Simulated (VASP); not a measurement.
# Se: single point with PBEsol

Se:

```
CELL_PARAMETERS angstrom
-1.32835 1.32835 1.32835
1.32835 -1.32835 1.32835
1.32835 1.32835 -1.32835
ATOMIC_POSITIONS crystal
Se 0.00000 0.00000 0.00000
```

This cell differs from its parent crystal: volume scaled by 0.486, to set the pressure.

```yaml
Program: VASP 6.6.1
Task: single point
Functional: PBEsol
Potentials_or_basis: VASP PAW PBE potentials, release 64 (Se)
Cutoff: 520 eV
k_mesh: 20 × 20 × 20
Occupations: fermi-dirac, width 0.08 eV
Spin: no spin polarisation
```

The pressure is 301.7 GPa and the band gap on the k mesh is zero (band 3 reaches 28.52 eV, above the bottom of band 4 at 8.69 eV).

Levels at points of the mesh, in eV from the Fermi level:
```tsv
k point	band 1	band 2	band 3	band 4	band 5	band 6
(0.00, 0.00, 0.00)	-27.11	9.68	9.68	9.68	14.75	14.75
(0.50, 0.00, 0.00)	-16.86	-15.74	0.82	4.45	6.97	8.83
(0.50, 0.50, 0.50)	-7.58	-7.58	-7.58	-6.52	-1.14	-1.14
```

Run time: 13 s on 1 thread of AMD EPYC 9R14 (Zen 4), on a shared host, peak memory 0.1 GiB.

Caveat: the cell differs from its parent crystal (volume scaled by 0.486, to set the pressure); the PAW data sets were made with another functional, which shifts forces and pressure a little.
